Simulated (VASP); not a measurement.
A run of VASP 6.6.1:

Contents of INCAR:

```
ALGO = Normal ; EDIFF = 1E-6
ENCUT = 520 ; GGA = PE
ISIF = 2 ; ISMEAR = 0
LASPH = T ; LCHARG = F
LREAL = F ; LWAVE = F
NBANDS = 16 ; NELM = 60
PREC = Accurate ; SIGMA = 0.02
```

Contents of KPOINTS:

```
k-points
0
Gamma
  8 8 8
```

POSCAR

```
ZnSe
1.0
    0.0000000000      2.8074155606      2.8074155606
    2.8074155606      0.0000000000      2.8074155606
    2.8074155606      2.8074155606      0.0000000000
Zn Se
1 1
Direct
    0.0000000000      0.0000000000      0.0000000000
    0.2500000000      0.2500000000      0.2500000000
```

Potentials or basis: VASP PAW PBE potentials, release 64 (Zn, Se).

Run with:

```console
$ cat potpaw_PBE.64/Zn/POTCAR potpaw_PBE.64/Se/POTCAR > POTCAR
$ mpirun -np 1 vasp_std > vasp.out
```

Hardware: 1 thread of AMD EPYC 7R13, with other jobs on the host.

Q: Estimate the wall time of this run.

A: Wall time 34 s on 1 thread of AMD EPYC 7R13, on a shared host, peak memory 0.15 GiB. Counts: scf iterations 12, k points 29.
